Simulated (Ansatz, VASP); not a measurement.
# Se in VASP and in Ansatz

```
Se
1.0
     5.68295    3.28105    1.59395
    -5.68295    3.28105    1.59395
     0.00000   -6.56211    1.59395
Se
6
Cartesian
  0.6895 -4.5646 2.1259
  3.6083 2.8794 2.1259
  -4.2978 1.6852 2.1259
  -0.6895 4.5646 2.6559
  -3.6083 -2.8794 2.6559
  4.2978 -1.6852 2.6559
```

Alike in both runs: functional r2SCAN; k mesh 6 × 6 × 6; occupations gaussian, width 0.02 eV; no spin polarisation.

Ansatz relaxed the structure, and its values are those at the end. VASP's run is a single point on that final structure, the one shown.

|  | VASP | Ansatz |
| --- | --- | --- |
| version | VASP 6.6.1 | Ansatz 0.2.0 |
| potentials or method | VASP PAW PBE potentials, release 64 (Se), cutoff 520 eV | scalar-relativistic, plane waves, PAW |
| valence electrons in the cell | 36 | 96 |

```csv
,VASP,Ansatz,Ansatz less VASP
gap on the k mesh at the Fermi level (eV),1.72,1.72,+0.008
least direct gap on the mesh (eV),1.96,1.97,+0.007
pressure (GPa),0.0,0.0,+0.03
```

VASP's potentials were made for PBE, not for r2SCAN. VASP's potentials hold 36 valence electrons a cell and Ansatz's 96, so a difference there can come from the potentials and not from the codes.
